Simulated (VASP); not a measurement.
# WC (P-6m2) in VASP: notebook

Runs on WC. Level: r2SCAN. Tasks: single point.

Everything below comes from runs of VASP 6.6.1. Logs are shortened: lines on timing, memory, paths and dates and some standing lists are left out, and cuts for length are marked.

## (1) The cell of the first run

Symmetry: P-6m2, No. 187, hexagonal system. Conventional cell: a = 2.913 Å, b = 2.913 Å, c = 2.836 Å, α = 90.00°, β = 90.00°, γ = 120.00°. W (site symmetry -6m2) has 6 C at 2.20 Å and 8 W at 2.84 to 2.91 Å within 3.0 Å. C (site symmetry -6m2) has 6 W at 2.20 Å and 8 C at 2.84 to 2.91 Å within 3.0 Å.

## (2) Single point, r2SCAN

POSCAR reads:

```
WC
1.0
    2.9128985635      0.0000000000      0.0000000000
   -1.4564492818      2.5226441546      0.0000000000
    0.0000000000      0.0000000000      2.8362257144
W C
1 1
Direct
    0.0000000000      0.0000000000      0.0000000000
    0.6666666667      0.3333333333      0.5000000000
```

INCAR.step1 reads:

```
SYSTEM = WC
  PREC = Accurate
  ENCUT = 520
  ISMEAR = 0
  SIGMA = 0.1
  LREAL = .FALSE.
  LASPH = .TRUE.
  NELM = 80
  NBANDS = 16
  GGA = PE
  ALGO = Normal
  EDIFF = 1E-4
  LWAVE = .TRUE.
  LCHARG = .FALSE.
```

INCAR.step2 reads:

```
SYSTEM = WC
  PREC = Accurate
  ENCUT = 520
  EDIFF = 1E-6
  ISMEAR = 0
  SIGMA = 0.1
  LREAL = .FALSE.
  LASPH = .TRUE.
  NELM = 80
  ALGO = Normal
  ISIF = 2
  LWAVE = .FALSE.
  LCHARG = .FALSE.
  METAGGA = R2SCAN
  LMIXTAU = .TRUE.
  NBANDS = 16
  ISTART = 1
```

KPOINTS reads:

```
regular mesh
0
G
  21 21 20
  0 0 0
```

Potentials or basis: VASP PAW PBE potentials, release 64 (W_sv, C).

The run is started by

```bash
> cat potpaw_PBE.64/W_sv/POTCAR potpaw_PBE.64/C/POTCAR > POTCAR
> cp INCAR.step1 INCAR
> mpirun -np 1 vasp_std > vasp.out
> cp INCAR.step2 INCAR
> mpirun -np 1 vasp_std > vasp.out
```

OUTCAR:

```text
SYSTEM = WC
   PREC = Accurate
   ENCUT = 520
   EDIFF = 1E-6
   ISMEAR = 0
   LREAL = .FALSE.
   LASPH = .TRUE.
   NELM = 80
   ISIF = 2
   METAGGA = R2SCAN
   ISTART = 1

 ion  position               nearest neighbor table
   1  0.000  0.000  0.000-   2 2.20   2 2.20   2 2.20   2 2.20   2 2.20   2 2.20
   2  0.667  0.333  0.500-   1 2.20   1 2.20   1 2.20   1 2.20   1 2.20   1 2.20

  LATTYP: Found a hexagonal cell.
 ALAT       =     2.9128985635
 C/A-ratio  =     0.9736781603

  Lattice vectors:

 A1 = (   2.9128985635,   0.0000000000,   0.0000000000)
 A2 = (  -1.4564492818,   2.5226441546,   0.0000000000)
 A3 = (   0.0000000000,   0.0000000000,   2.8362257144)

Analysis of symmetry for initial positions (statically):
=====================================================================
 Subroutine PRICEL returns:
 Original cell was already a primitive cell.

 Routine SETGRP: Setting up the symmetry group for a
 hexagonal supercell.

 Subroutine GETGRP returns: Found 12 space group operations
 (whereof 12 operations were pure point group operations)
 out of a pool of 24 trial point group operations.

The static configuration has the point symmetry D_3h.

Analysis of symmetry for dynamics (positions and initial velocities):
=====================================================================
 Subroutine PRICEL returns:
 Original cell was already a primitive cell.

 Routine SETGRP: Setting up the symmetry group for a
 hexagonal supercell.

 Subroutine GETGRP returns: Found 12 space group operations
 (whereof 12 operations were pure point group operations)
 out of a pool of 24 trial point group operations.

The dynamic configuration has the point symmetry D_3h.

 Subroutine INISYM returns: Found 12 space group operations
 (whereof 12 operations are pure point group operations),
 and found     1 'primitive' translations

----------------------------------------------------------------------------------------

                                     Primitive cell

  volume of cell :      20.8412

  direct lattice vectors                    reciprocal lattice vectors
     2.912898564  0.000000000  0.000000000     0.343300660  0.198204729  0.000000000
    -1.456449282  2.522644155  0.000000000     0.000000000  0.396409457  0.000000000
     0.000000000  0.000000000  2.836225714     0.000000000  0.000000000  0.352581247

  length of vectors
     2.912898564  2.912898563  2.836225714     0.396409457  0.396409457  0.352581247

  position of ions in fractional coordinates (direct lattice)
     0.000000000  0.000000000  0.000000000
     0.666666667  0.333333333  0.500000000

  ion indices of the primitive-cell ions
   primitive index   ion index
                 1           1
                 2           2

----------------------------------------------------------------------------------------

 KPOINTS: regular mesh

Automatic generation of k-mesh.
 Grid dimensions read from file:
 generate k-points for:   21   21   20

 Generating k-lattice:

  Cartesian coordinates                     Fractional coordinates (reciprocal lattice)
     0.016347650  0.009438320  0.000000000     0.047619048  0.000000000  0.000000000
     0.000000000  0.018876641  0.000000000     0.000000000  0.047619048  0.000000000
     0.000000000  0.000000000  0.017629062     0.000000000  0.000000000  0.050000000

  Length of vectors
     0.018876641  0.018876641  0.017629062

  Shift w.r.t. Gamma in fractional coordinates (k-lattice)
     0.000000000  0.000000000  0.000000000

 Subroutine IBZKPT returns following result:
 ===========================================

 Found    528 irreducible k-points:

 Following reciprocal coordinates:
            Coordinates               Weight
  0.000000  0.000000  0.000000      1.000000
  0.047619  0.000000  0.000000      6.000000
  0.095238 -0.000000  0.000000      6.000000
  0.142857  0.000000  0.000000      6.000000
  0.190476 -0.000000  0.000000      6.000000
  0.238095 -0.000000  0.000000      6.000000
[... 16 lines left out ...]
  0.142857  0.095238  0.000000     12.000000
  0.190476  0.095238  0.000000     12.000000
 [... further k-points ...]
   k-points           NKPTS =    528   k-points in BZ     NKDIM =    528   number of bands    NBANDS=     16
   number of dos      NEDOS =    301   number of ions     NIONS =      2
   total plane-waves  NPLWV =  13824
   dimension x,y,z NGX =    24 NGY =   24 NGZ =   24
   dimension x,y,z NGXF=    48 NGYF=   48 NGZF=   48
   ions per type =               1   1
   NGX,Y,Z   is equivalent  to a cutoff of  13.70, 13.70, 14.07 a.u.
   NGXF,Y,Z  is equivalent  to a cutoff of  27.39, 27.39, 28.14 a.u.
 SYSTEM =  WC
   PREC   = accura    normal or accurate (medium, high low for compatibility)
   ISTART =      1    job   : 0-new  1-cont  2-samecut
   ICHARG =      0    charge: 1-file 2-atom 10-const
   ISPIN  =      1    spin polarized calculation?
   LNONCOLLINEAR =      F non collinear calculations
   LSORBIT =      F    spin-orbit coupling
   LASPH  =      T    aspherical Exc in radial PAW
   ENCUT  =  520.0 eV  38.22 Ry    6.18 a.u.   5.42  5.42  5.27*2*pi/ulx,y,z
   NELM   =     80;   NELMIN=  2; NELMDL=  0     # of ELM steps
   EDIFF  = 0.1E-05   stopping-criterion for ELM
   LREAL  =      F    real-space projection
   EDIFFG = 0.1E-04   stopping-criterion for IOM
   NSW    =      0    number of steps for IOM
   IBRION =     -1    ionic relax: 0-MD 1-quasi-New 2-CG
   NFREE  =      0    steps in history (QN), initial steepest desc. (CG)
   ISIF   =      2    stress and relaxation
   ISYM   =      2    0-nonsym 1-usesym 2-fastsym
   POTIM  = 0.5000    time-step for ionic-motion
   TEBEG  =    0.0;   TEEND  =   0.0 temperature during run
   PSTRESS=    0.0 pullay stress
   NELECT =      18.0000    total number of electrons
   NUPDOWN=      -1.0000    fix difference up-down
   EMIN   =  10.00;   EMAX   =-10.00  energy-range for DOS
   EFERMI =   0.00;   METHOD = LEGACY
   ISMEAR =     0;   SIGMA  =   0.10  broadening in eV -4-tet -1-fermi 0-gaus
   EFERMI_NEDOS =   21; number of points for ismear=-14 and -15
   IALGO  =     38    algorithm
   IMIX   =      4    mixing-type and parameters
     AMIX     =   0.40;   BMIX     =  1.00
     AMIX_MAG =   1.60;   BMIX_MAG =  1.00
  volume/ion in A,a.u.               =      10.42        70.32
  Fermi-wavevector in a.u.,A,eV,Ry     =   1.559044  2.946165 33.070555  2.430617
  Thomas-Fermi vector in A             =   2.662460
   LORBIT       =      0    0 simple, 1 ext, 2 COOP (PROOUT), +10 PAW based schemes
   METAGGA = R2SCAN    functional components
   LHFCALC =     F    Hartree Fock is set to
   AEXX    =    0.0000 exact exchange contribution
   IVDW    =     0    specifies the selected vdW correction
   LEPSILON=     F    determine dielectric tensor
   LRPA    =     F    only Hartree local field effects (RPA)
 non-spin polarized calculation
 Gauss-broadening in eV      SIGMA  =   0.10
  energy-cutoff  :      520.00
  volume of cell :       20.84
 maximum number of plane-waves:       587
 NGX is ok and might be reduce to    24
   NGX = 11   NGY = 11   NGZ = 11

 number of electron      18.0000001 magnetization

 Free energy of the ion-electron system (eV)
  ---------------------------------------------------
  ext. energy  EPLUGINS =         0.00000000
  ---------------------------------------------------
  free energy    TOTEN  =       -61.61320354 eV

  energy without entropy =      -61.61184135  energy(sigma->0) =      -61.61252245

 E-fermi :  10.8986     XC(G=0): -14.9424

 val. band max:       10.8954102149   @ k =   0.4762  -0.0000   0.4000
 cond. band min:      10.9065444492   @ k =   0.0952   0.0476   0.4000
 fundamental gap:      0.0111342342
 Fermi energy:        10.8986085484

 k-point     1 :       0.0000    0.0000    0.0000
  band No.  band energies     occupation
      1     -65.0539      2.00000
      2     -28.3558      2.00000
      3     -28.2579      2.00000
      4     -28.2579      2.00000
      5      -4.3058      2.00000
      6       6.4377      2.00000
[... 8 lines left out ...]
     15      26.1345      0.00000
     16      28.4361      0.00000

 k-point     2 :       0.0476    0.0000    0.0000
  band No.  band energies     occupation
      1     -65.0525      2.00000
      2     -28.3533      2.00000
      3     -28.2778      2.00000
      4     -28.2624      2.00000
      5      -4.2444      2.00000
      6       6.4639      2.00000
[... 8 lines left out ...]
     15      25.9750      0.00000
     16      28.5696      0.00000

 k-point     3 :       0.0952   -0.0000    0.0000
  band No.  band energies     occupation
      1     -65.0484      2.00000
      2     -28.3458      2.00000
      3     -28.3354      2.00000
      4     -28.2754      2.00000
      5      -4.0638      2.00000
      6       6.4812      2.00000
[... 8 lines left out ...]
     15      25.6818      0.00000
     16      28.9584      0.00000

 k-point     4 :       0.1429    0.0000    0.0000
  band No.  band energies     occupation
      1     -65.0419      2.00000
      2     -28.4247      2.00000
      3     -28.3342      2.00000
      4     -28.2957      2.00000
      5      -3.7746      2.00000
      6       6.2559      2.00000
[... 8 lines left out ...]
     15      25.4679      0.00000
     16      29.5698      0.00000

 k-point     5 :       0.1905   -0.0000    0.0000
  band No.  band energies     occupation
      1     -65.0337      2.00000
      2     -28.5368      2.00000
      3     -28.3214      2.00000
      4     -28.3194      2.00000
      5      -3.3936      2.00000
      6       5.8001      2.00000
[... 8 lines left out ...]
     15      25.4456      0.00000
     16      30.3540      0.00000

 k-point     6 :       0.2381   -0.0000    0.0000
  band No.  band energies     occupation
      1     -65.0245      2.00000
      2     -28.6610      2.00000
      3     -28.3502      2.00000
      4     -28.3026      2.00000
      5      -2.9435      2.00000
      6       5.2916      2.00000
[... 8 lines left out ...]
     15      25.7034      0.00000
     16      30.1811      0.00000

 k-point     7 :       0.2857    0.0000    0.0000
  band No.  band energies     occupation
      1     -65.0150      2.00000
      2     -28.7858      2.00000
      3     -28.3794      2.00000
      4     -28.2854      2.00000
      5      -2.4529      2.00000
      6       4.8028      2.00000
[... 8 lines left out ...]
     15      26.2564      0.00000
     16      29.3340      0.00000

 k-point     8 :       0.3333    0.0000    0.0000
  band No.  band energies     occupation
      1     -65.0062      2.00000
      2     -28.9005      2.00000
      3     -28.4066      2.00000
      4     -28.2693      2.00000
      5      -1.9574      2.00000
      6       4.3678      2.00000
[... 8 lines left out ...]
     15      26.7338      0.00000
     16      28.4111      0.00000

 k-point     9 :       0.3810   -0.0000    0.0000
  band No.  band energies     occupation
      1     -64.9988      2.00000
      2     -28.9954      2.00000
      3     -28.4294      2.00000
      4     -28.2557      2.00000
      5      -1.5020      2.00000
      6       4.0087      2.00000
[... 8 lines left out ...]
     15      26.0835      0.00000
     16      28.7421      0.00000
[... 172 lines left out ...]
 k-point    19 :       0.3810    0.0476    0.0000
  band No.  band energies     occupation
      1     -64.9954      2.00000
      2     -29.0288      2.00000
      3     -28.4500      2.00000
      4     -28.2495      2.00000
      5      -1.2734      2.00000
      6       3.8736      2.00000
[... 8 lines left out ...]
     15      25.6924      0.00000
     16      29.0787      0.00000

 k-point    20 :       0.4286    0.0476    0.0000
  band No.  band energies     occupation
      1     -64.9913      2.00000
      2     -29.0795      2.00000
      3     -28.4631      2.00000
      4     -28.2421      2.00000
      5      -0.9862      2.00000
      6       3.6737      2.00000
[... 8 lines left out ...]
     15      24.9407      0.00000
     16      29.7390      0.00000

 k-point    21 :       0.4762    0.0476    0.0000
  band No.  band energies     occupation
      1     -64.9898      2.00000
      2     -29.0969      2.00000
      3     -28.4676      2.00000
      4     -28.2395      2.00000
      5      -0.8822      2.00000
      6       3.6033      2.00000
[... 8 lines left out ...]
     15      24.6668      0.00000
     16      29.9893      0.00000

 k-point    22 :       0.0952    0.0952    0.0000
  band No.  band energies     occupation
      1     -65.0383      2.00000
      2     -28.4696      2.00000
      3     -28.3276      2.00000
      4     -28.3123      2.00000
      5      -3.6067      2.00000
      6       6.0754      2.00000
[... 8 lines left out ...]
     15      25.4416      0.00000
     16      29.7217      0.00000

 k-point    23 :       0.1429    0.0952    0.0000
  band No.  band energies     occupation
      1     -65.0305      2.00000
      2     -28.5704      2.00000
      3     -28.3427      2.00000
      4     -28.3134      2.00000
      5      -3.2345      2.00000
      6       5.6489      2.00000
[... 8 lines left out ...]
     15      25.5022      0.00000
     16      30.1572      0.00000

 k-point    24 :       0.1905    0.0952    0.0000
  band No.  band energies     occupation
      1     -65.0216      2.00000
      2     -28.6819      2.00000
      3     -28.3771      2.00000
      4     -28.2974      2.00000
      5      -2.7932      2.00000
      6       5.1895      2.00000
[... 8 lines left out ...]
     15      25.7945      0.00000
     16      30.0612      0.00000

 [... further k-points ...]

------------------------ aborting loop because EDIFF is reached ----------------------------------------

  FORCE on cell =-STRESS in cart. coord.  units (eV):
  Direction    XX          YY          ZZ          XY          YZ          ZX
  --------------------------------------------------------------------------------------
  -------------------------------------------------------------------------------------
  Total        0.2091146      0.2091146      0.2406274     -0.0000000     -0.0000000     -0.0000000
  in kB       16.0758072     16.0758072     18.4983760     -0.0000000     -0.0000000     -0.0000000
  external PRESSURE =      16.8833301 kB  Pullay stress =       0.0000000 kB

 VOLUME and BASIS-vectors are now :
 -----------------------------------------------------------------------------
  energy-cutoff  :      520.00
  volume of cell :       20.84
      direct lattice vectors                 reciprocal lattice vectors
     2.912898564  0.000000000  0.000000000     0.343300660  0.198204729  0.000000000
    -1.456449282  2.522644155  0.000000000     0.000000000  0.396409457  0.000000000
     0.000000000  0.000000000  2.836225714     0.000000000  0.000000000  0.352581247

 POSITION                                       TOTAL-FORCE (eV/Angst)
 -----------------------------------------------------------------------------------
      0.00000      0.00000      0.00000         0.000000      0.000000      0.000000
      1.45645      0.84088      1.41811        -0.000000     -0.000000      0.000000
 -----------------------------------------------------------------------------------
    total drift:                               -0.000000      0.000000      0.000000

  FREE ENERGIE OF THE ION-ELECTRON SYSTEM (eV)
  ---------------------------------------------------
  free  energy   TOTEN  =       -61.6132035448 eV

  energy  without entropy=      -61.6118413464  energy(sigma->0) =      -61.61252245
```

Wall time 3.1 min (1 thread of Intel Xeon 6975P-C (Granite Rapids), shared host); peak memory 0.29 GiB.

What came out:

| Item | Value |
| --- | --- |
| Free energy | -61.6132 eV |
| Pressure | 1.7 GPa |
| Band gap on the k mesh | zero (bands 9 and 10 overlap by 1.33 eV) |

Caveat: the PAW data sets were made with another functional, which shifts forces and pressure a little; spin-orbit coupling is left out, which moves the levels of the heavy elements.

## (3) Single point, r2SCAN

POSCAR reads:

```
WC
1.0
    2.9134336878      0.0000000000      0.0000000000
   -1.4567168439      2.5231075859      0.0000000000
    0.0000000000      0.0000000000      2.8354131407
W C
1 1
Direct
    0.0000000000      0.0000000000      0.0000000000
    0.6666666667      0.3333333333      0.5000000000
```

INCAR.step1 reads:

```
ALGO = Normal
EDIFF = 1E-4
ENCUT = 520
GGA = PE
ISMEAR = -1
LASPH = T
LCHARG = F
LREAL = F
LWAVE = T
NBANDS = 16
NELM = 80
PREC = Accurate
SIGMA = 0.15
```

INCAR.step2 reads:

```
ALGO = Normal
EDIFF = 1E-6
ENCUT = 520
ISIF = 2
ISMEAR = -1
ISTART = 1
LASPH = T
LCHARG = F
LMIXTAU = T
LREAL = F
LWAVE = F
METAGGA = R2SCAN
NBANDS = 16
NELM = 80
PREC = Accurate
SIGMA = 0.15
```

KPOINTS reads:

```
k-points
0
Gamma
  21 21 20
```

Potentials or basis: VASP PAW PBE potentials, release 64 (W_sv, C).

The run is started by

```bash
> cat potpaw_PBE.64/W_sv/POTCAR potpaw_PBE.64/C/POTCAR > POTCAR
> cp INCAR.step1 INCAR
> mpirun -np 1 vasp_std > vasp.out
> cp INCAR.step2 INCAR
> mpirun -np 1 vasp_std > vasp.out
```

Wall time 3.1 min (1 thread of Intel Xeon 6975P-C (Granite Rapids), shared host); peak memory 0.29 GiB.

The run converged. Its results:

```yaml
Free_energy: -61.6227 eV
Pressure: 1.7 GPa
Band_gap_on_the_k_mesh: zero (bands 9 and 10 overlap by 1.33 eV)
```

Stress tensor (GPa, compression positive):
```
1.61 0.00 0.00
0.00 1.61 0.00
0.00 0.00 1.86
```

Levels at points of the mesh, in eV from the Fermi level:
| k point | band 5 | band 6 | band 7 | band 8 | band 9 | band 10 | band 11 | band 12 | band 13 | band 14 |
| --- | --- | --- | --- | --- | --- | --- | --- | --- | --- | --- |
| (0.00, 0.00, 0.00) | -15.25 | -4.51 | -3.53 | -3.53 | 0.08 | 3.36 | 3.36 | 5.91 | 5.91 | 6.70 |
| (0.00, 0.00, 0.50) | -11.16 | -9.02 | -2.15 | -2.15 | -0.61 | -0.61 | 3.81 | 4.77 | 4.77 | 10.51 |

Caveat: the PAW data sets were made with another functional, which shifts forces and pressure a little; spin-orbit coupling is left out, which moves the levels of the heavy elements.

The gap in the log of VASP goes by the Fermi energy; the results here count the filled bands.